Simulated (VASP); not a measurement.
Write the native input for VASP 6.6.1 that does the following.

```
Task                   : single point
Functional             : PBE
Dispersion             : D3(BJ)
Potentials or basis    : VASP PAW PBE potentials, release 64 (Mg, B)
Cutoff                 : 520 eV
k mesh                 : 8 × 8 × 6
Occupations            : gaussian, width 0.05 eV
Spin                   : no spin polarisation
Dipole correction      : no
Further INCAR settings : ALGO = Normal; EDIFF = 1e-06; NBANDS = 11
```

The structure of MgB2 lies in POSCAR:

```
MgB2
1.0
    3.0874629176      0.0000000000      0.0000000000
   -1.5437314588      2.6738213199      0.0000000000
    0.0000000000      0.0000000000      3.5092782876
Mg B
1 2
Direct
    0.0000000000      0.0000000000      0.0000000000
    0.3333333333      0.6666666667      0.5000000000
    0.6666666667      0.3333333333      0.5000000000
```

One way to write it, as run:

INCAR

```
PREC = Accurate ; ENCUT = 520
EDIFF = 1E-6 ; ISMEAR = 0
SIGMA = 0.05 ; LREAL = F
LASPH = T ; NELM = 100
ALGO = Normal ; ISIF = 2
LWAVE = F ; LCHARG = F
GGA = PE ; IVDW = 12
NBANDS = 11
```

KPOINTS

```
Automatic mesh
0
Gamma
  8 8 6
```

Potentials or basis: VASP PAW PBE potentials, release 64 (Mg, B).

The run is started by

```bash
$ cat potpaw_PBE.64/Mg/POTCAR potpaw_PBE.64/B/POTCAR > POTCAR
$ mpirun -np 1 vasp_std > vasp.out
```

Results of the run:

```
Pressure                   : -5.8 GPa
Band gap on the k mesh     : zero (bands 4 and 5 overlap by 2.59 eV)
Dispersion energy per atom : -0.283 eV
```

Caveat: the cell stands under tension.

Run time: 9.5 s on 1 thread of Intel(R) Xeon(R) Platinum 8375C CPU @ 2.90GHz (Ice Lake) (shared host), peak memory 0.16 GiB.
